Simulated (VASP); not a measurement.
A run of VASP 6.6.1 is set up as follows.

The input INCAR:

```
PREC = Accurate ; ENCUT = 520
EDIFF = 1E-6 ; ISMEAR = 0
SIGMA = 0.15 ; LREAL = F
LASPH = T ; NELM = 100
ALGO = Fast ; ISIF = 2
LWAVE = F ; LCHARG = F
GGA = PE ; NBANDS = 44
```

File KPOINTS:

```
regular mesh
0
Gamma
  12 12 12
```

File POSCAR:

```
CoSn
1.0
    5.7203118071      0.0000000000      0.0000000000
   -2.8601559036      4.9539353425      0.0000000000
    0.0000000000      0.0000000000      4.5687106922
Co Sn
3 3
Direct
    0.0000000000      0.5000000000      0.0000000000
    0.5000000000      0.5000000000      0.0000000000
    0.5000000000      0.0000000000      0.0000000000
    0.6666666667      0.3333333333      0.5000000000
    0.3333333333      0.6666666667      0.5000000000
    0.0000000000      0.0000000000      0.0000000000
```

Potentials or basis: VASP PAW PBE potentials, release 64 (Co, Sn_d).

The run is started by

```sh
$ cat potpaw_PBE.64/Co/POTCAR potpaw_PBE.64/Sn_d/POTCAR > POTCAR
$ mpirun -np 1 vasp_std > vasp.out
```

Question: Predict the band gap on the k mesh.

Answer: Zero (an odd number of electrons rules out a gap without spin polarisation).

Question: Estimate the pressure.

Answer: -16.7 GPa.

Stress tensor (GPa, compression positive):
```
-16.72   0.00   0.00
  0.00 -16.72   0.00
  0.00   0.00 -16.53
```

Caveat: the cell differs from its parent crystal (strain +0.080 along x and y, +0.080 along z); the cell stands under tension; spin-orbit coupling is left out, which moves the levels of the heavy elements; the run has no spin polarisation, though such a crystal can be magnetic. Spin polarisation is off, so any magnetic state and its effect on volume and gap are missing.
